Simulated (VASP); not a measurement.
BN:

```
CELL_PARAMETERS angstrom
2.50223 0.00000 0.00000
-1.25111 2.16699 0.00000
0.00000 0.00000 6.76565
ATOMIC_POSITIONS crystal
B 0.00000 0.00000 0.00000
B 0.33333 0.66667 0.50000
N 0.33333 0.66667 0.00000
N 0.66667 0.33333 0.50000
```

| Property | Result |
| --- | --- |
| Program | VASP 6.6.1 |
| Task | relaxation of cell and atoms |
| Functional | PBE |
| Potentials or basis | VASP PAW PBE potentials, release 64 (B_h, N_h) |
| Cutoff | 910 eV |
| k mesh | 12 × 12 × 4 |
| Occupations | gaussian, width 0.02 eV |
| Spin | no spin polarisation |

At the start: pressure 3.1 GPa; volume 9.17 Å³/atom.

Question: How do energy, volume and symmetry change on relaxing?

Answer: Over 10 steps the energy falls by 4.1 meV/atom and the volume is 9.80 Å³/atom (+6.8 %); space group P-6m2 (No. 187, to 0.05 Å).

Step by step:
```
step  energy change (eV)  largest force (eV/Å)  pressure (GPa)  volume (Å³)
   1              0.0000                0.0000            3.12        36.69
   2              0.0058                0.0000           -4.06        37.64
   3             -0.0038                0.0000            0.28        37.05
   4             -0.0059                0.0000            0.24        37.24
   5             -0.0110                0.0000            0.14        37.81
   6             -0.0161                0.0000           -0.06        38.94
   7             -0.0163                0.0000           -0.12        39.24
   8             -0.0163                0.0000           -0.11        39.20
   9             -0.0160                0.0000            0.84        39.07
  10             -0.0163                0.0000            0.01        39.18
```

Final structure:
```cif
data_structure
_symmetry_space_group_name_H-M 'P 1'
_symmetry_Int_Tables_number 1
_cell_length_a 2.5105
_cell_length_b 2.5105
_cell_length_c 7.1785
_cell_angle_alpha 90.000
_cell_angle_beta 90.000
_cell_angle_gamma 120.000
_cell_volume 39.18
loop_
_atom_site_label
_atom_site_type_symbol
_atom_site_fract_x
_atom_site_fract_y
_atom_site_fract_z
_atom_site_occupancy
B1 B 0.00000 0.00000 0.00000 1
B2 B 0.33333 0.66667 0.50000 1
N1 N 0.33333 0.66667 0.00000 1
N2 N 0.66667 0.33333 0.50000 1
```

Caveat: the cutoff is under 1.25 times the usual one of these potentials, so pressure, stress and relaxed cells hold a basis-set (Pulay) error; this functional lacks dispersion, which binds the layers, so the pressure and a relaxed spacing across them are unreliable.
